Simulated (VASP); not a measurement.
A run of VASP 6.6.1:

Contents of INCAR:

```
PREC = Accurate
ENCUT = 520
EDIFF = 1E-6
ISMEAR = -1
SIGMA = 0.05
LREAL = Auto
LASPH = True
NELM = 100
ALGO = Normal
ISIF = 2
LWAVE = False
LCHARG = False
GGA = PS
NBANDS = 68
```

Contents of KPOINTS:

```
Automatic mesh
0
Gamma
  2 2 2
```

POSCAR

```
Cs4Sb2F9
1.0
    3.5674850000     -7.6343010000      0.0000000000
    3.5674850000      7.6343010000      0.0000000000
    0.0000000000      0.0000000000      7.6989270000
Cs Sb F
4 2 9
Direct
    0.3708738382      0.7837210655      0.2630236655
    0.7647471897      0.2406389577      0.7169440625
    0.5138522523      0.3627316717      0.2621664032
    0.4016783694      0.5465246363      0.7656001934
    0.9708444055      0.1341076826      0.2236935095
    0.0711980871      0.8590370785      0.7412331615
    0.1375954073      0.3456301704      0.0242111660
    0.9396396654      0.6166107463      0.9008398183
    0.9137888798      0.6540663459      0.5286191180
    0.7135372827      0.9393077888      0.4227861883
    0.1906458636      0.4097490925      0.3904050525
    0.2301141101      0.0713307453      0.5045118625
    0.3156674454      0.0043619310      0.9357537745
    0.7500474043      0.1627244784      0.1685429671
    0.2517426057      0.7777501603      0.7194509053
```

Potentials or basis: VASP PAW PBE potentials, release 64 (Cs_sv, Sb, F).

Launch:

```console
$ cat potpaw_PBE.64/Cs_sv/POTCAR potpaw_PBE.64/Sb/POTCAR potpaw_PBE.64/F/POTCAR > POTCAR
$ mpirun -np 1 vasp_std > vasp.out
```

Hardware: 1 thread of Intel Xeon 8259CL, with other jobs on the host.

Question: Estimate the wall time of this run.

Answer: Wall time 11 min on 1 thread of Intel Xeon 8259CL, with other jobs on the host, peak memory 0.59 GiB. Counts: scf iterations 17, k points 8.
